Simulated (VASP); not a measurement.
Set up this calculation in VASP 6.6.1, as the native input.

| Item | Value |
| --- | --- |
| Task | single point |
| Functional | PBE |
| Potentials or basis | VASP PAW PBE potentials, release 64 (Ba_sv, Al, B) |
| Cutoff | 520 eV |
| k mesh | 10 × 10 × 12 |
| Occupations | gaussian, width 0.1 eV |
| Spin | no spin polarisation |
| Dipole correction | no |
| Further INCAR settings | ALGO = Normal; EDIFF = 1e-07; NBANDS = 23 |

The structure of BaAl2B4 lies in POSCAR:

```
BaAl2B4
1.0
    2.3098038094     -7.2894208974      0.0000000000
    2.3098038094      7.2894208974      0.0000000000
    0.0000000000      0.0000000000      3.1250063306
Ba Al B
1 2 4
Direct
    0.0000000000      0.0000000000      0.0000000000
    0.6697411984      0.3302588016      0.5000000000
    0.3302588016      0.6697411984      0.5000000000
    0.8251536857      0.1748463143      0.5000000000
    0.1748463143      0.8251536857      0.5000000000
    0.7899224245      0.2100775755      0.0000000000
    0.2100775755      0.7899224245      0.0000000000
```

The cell was built from a structure type or drawn by symmetry, and may not be a known phase.

These files were run (other wordings do the same):

INCAR

```
SYSTEM = BaAl2B4
PREC     = Accurate       ! precision mode
ENCUT    = 520            ! plane-wave cutoff, eV
EDIFF    = 1E-7           ! SCF threshold, eV
ISMEAR   = 0              ! smearing method
SIGMA    = 0.1            ! smearing width, eV
LREAL    = .FALSE.        ! projectors in reciprocal space
LASPH    = .TRUE.         ! aspherical terms in the spheres
NELM     = 80             ! most SCF steps
ALGO     = Normal         ! electronic algorithm
ISIF     = 2              ! what is computed and relaxed
LWAVE    = .FALSE.        ! write WAVECAR
LCHARG   = .FALSE.        ! write CHGCAR
GGA      = PE             ! functional
NBANDS   = 23             ! bands
```

KPOINTS

```
Automatic mesh
0
G
  10 10 12
  0 0 0
```

Potentials or basis: VASP PAW PBE potentials, release 64 (Ba_sv, Al, B).

Run with:

```bash
$ cat potpaw_PBE.64/Ba_sv/POTCAR potpaw_PBE.64/Al/POTCAR potpaw_PBE.64/B/POTCAR > POTCAR
$ mpirun -np 1 vasp_std > vasp.out
```

It gave:

The pressure is 0.8 GPa. The largest force is 0.081 eV/Å and the band gap on the k mesh is zero (bands 14 and 15 overlap by 2.49 eV).

Caveat: spin-orbit coupling is left out, which moves the levels of the heavy elements.

Wall time 8.2 min on 1 thread of AMD EPYC 9R45 96-Core Processor (Zen 5), on a shared host, peak memory 0.62 GiB.
